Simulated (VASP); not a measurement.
Crystal: MgCd2Se3.

```
CELL_PARAMETERS angstrom
5.00793 0.00000 0.00000
-2.50397 4.33700 0.00000
0.00000 0.00000 4.71260
ATOMIC_POSITIONS crystal
Mg 0.00000 0.00000 0.00000
Cd 0.33333 0.66667 0.50000
Cd 0.66667 0.33333 0.50000
Se 0.33333 0.66667 0.00000
Se 0.66667 0.33333 0.00000
Se 0.00000 0.00000 0.50000
```

The cell was built from a structure type or drawn by symmetry, and may not be a known phase.

```yaml
Program: VASP 6.6.1
Task: relaxation of cell and atoms
Functional: PBE
Potentials_or_basis: VASP PAW PBE potentials, release 64 (Mg, Cd, Se)
Cutoff: 600 eV
k_mesh: 6 × 6 × 4
Occupations: gaussian, width 0.1 eV
Spin: no spin polarisation
```

At the start: pressure 35.6 GPa; volume 17.06 Å³/atom.

Task: Where does the relaxation end?

Result: Over 4 steps the energy falls by 586.4 meV/atom and the volume is 22.54 Å³/atom (+32.1 %); space group P6/mmm (No. 191, to 0.1 Å) before and after.

The path:
```tsv
step	energy change (eV)	largest force (eV/Å)	pressure (GPa)	volume (Å³)
1	0.0000	0.0000	35.59	102.35
2	-2.4883	0.0000	-7.30	167.33
3	-3.5186	0.0000	0.15	134.55
4	-3.5187	0.0000	-0.16	135.24
```

Final structure:
```xyz
6
Lattice="5.2949 0.0000 0.0000 -2.6474 4.5855 0.0000 0.0000 0.0000 5.5701" Properties=species:S:1:pos:R:3 pbc="T T T"
Mg   -2.6474    4.5855    0.0000
Cd    0.0000    3.0570    2.7850
Cd    2.6474    1.5285    2.7850
Se    0.0000    3.0570    0.0000
Se    2.6474    1.5285    5.5701
Se   -2.6474    4.5855    2.7850
```

Caveat: the volume moved by over 15 % at a fixed basis, so the end points are rough.
